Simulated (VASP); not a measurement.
Input of a VASP 6.6.1 run:

File INCAR:

```
ALGO = Normal ; DIPOL = 0.5 0.5 0.500
EDIFF = 1E-6 ; EDIFFG = -0.01
ENCUT = 520 ; GGA = PE
IBRION = 2 ; IDIPOL = 3
ISIF = 2 ; ISMEAR = -1
LASPH = True ; LCHARG = False
LDIPOL = True ; LREAL = False
LWAVE = False ; NELM = 80
NSW = 60 ; PREC = Accurate
SIGMA = 0.1
```

The input KPOINTS:

```
k-points
0
Gamma
  15 15 1
```

Contents of POSCAR:

```
Cu
1.0
    2.5665139637      0.0000000000      0.0000000000
   -1.2832569818      2.2226662917      0.0000000000
    0.0000000000      0.0000000000     22.2866000000
Cu
4
Direct
    0.0000000000      0.0000000000      0.3589589792
    0.3333333340      0.6666666660      0.4529863260
    0.6666666670      0.3333333330      0.5470136734
    0.0000000000      0.0000000000      0.6410410208
```

Potentials or basis: VASP PAW PBE potentials, release 64 (Cu).

Run with:

```console
$ cat potpaw_PBE.64/Cu/POTCAR > POTCAR
$ mpirun -np 1 vasp_std > vasp.out
```

Problem. Estimate the band gap on the k mesh.

Solution. Zero (bands 22 and 23 overlap by 5.21 eV).

Problem. What does it give for the energy gained by relaxing?

Solution. 0.4 meV/atom.

Final structure:
```cif
data_structure
_symmetry_space_group_name_H-M 'P 1'
_symmetry_Int_Tables_number 1
_cell_length_a 2.5665
_cell_length_b 2.5665
_cell_length_c 22.2866
_cell_angle_alpha 90.000
_cell_angle_beta 90.000
_cell_angle_gamma 120.000
_cell_volume 127.13
loop_
_atom_site_label
_atom_site_type_symbol
_atom_site_fract_x
_atom_site_fract_y
_atom_site_fract_z
_atom_site_occupancy
Cu1 Cu 0.00000 0.00000 0.35992 1
Cu2 Cu 0.33333 0.66667 0.45302 1
Cu3 Cu 0.66667 0.33333 0.54698 1
Cu4 Cu 0.00000 0.00000 0.64008 1
```
